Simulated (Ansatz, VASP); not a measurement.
One calculation of TaN, two programs

```
CELL_PARAMETERS angstrom
0.00000 2.17900 2.17900
2.17900 0.00000 2.17900
2.17900 2.17900 0.00000
ATOMIC_POSITIONS crystal
Ta 0.48853 0.48853 0.51147
N 0.00000 0.00000 0.00000
```

Change from the starting cell: all Ta atoms moved -0.050 Å, as atom 1 along Cartesian [0 0 1].

Alike in both runs: task single point; functional PBEsol; k mesh 18 × 18 × 18; occupations gaussian, width 0.15 eV; no spin polarisation.

```csv
,VASP,Ansatz
version,VASP 6.6.1,Ansatz 0.2.0
potentials or method,"VASP PAW PBE potentials, release 64 (Ta_pv, N), cutoff 520 eV","scalar-relativistic, plane waves, PAW"
valence electrons in the cell,16,18
```

|  | VASP | Ansatz | Ansatz less VASP |
| --- | --- | --- | --- |
| gap on the k mesh at the Fermi level (eV) | none | none | - |
| pressure (GPa) | 6.0 | 4.9 | -1.06 |
| traceless stress, the component that is largest in VASP (GPa) | 0.92 | 0.91 | -0.017 |
| rms of the force components (eV/Å) | 0.257 | 0.256 | -0.0012 |

VASP's potentials were made for PBE, not for PBEsol. Atom by atom the forces differ by 0.001 eV/Å (rms over components). A gap of «none» marks a metal or a gap that the smearing closes. The functional is the same, so the differences come from potentials, cutoffs and numerics. VASP's potentials hold 16 valence electrons a cell and Ansatz's 18, so a difference there can come from the potentials and not from the codes.

Spin-orbit coupling is off throughout.
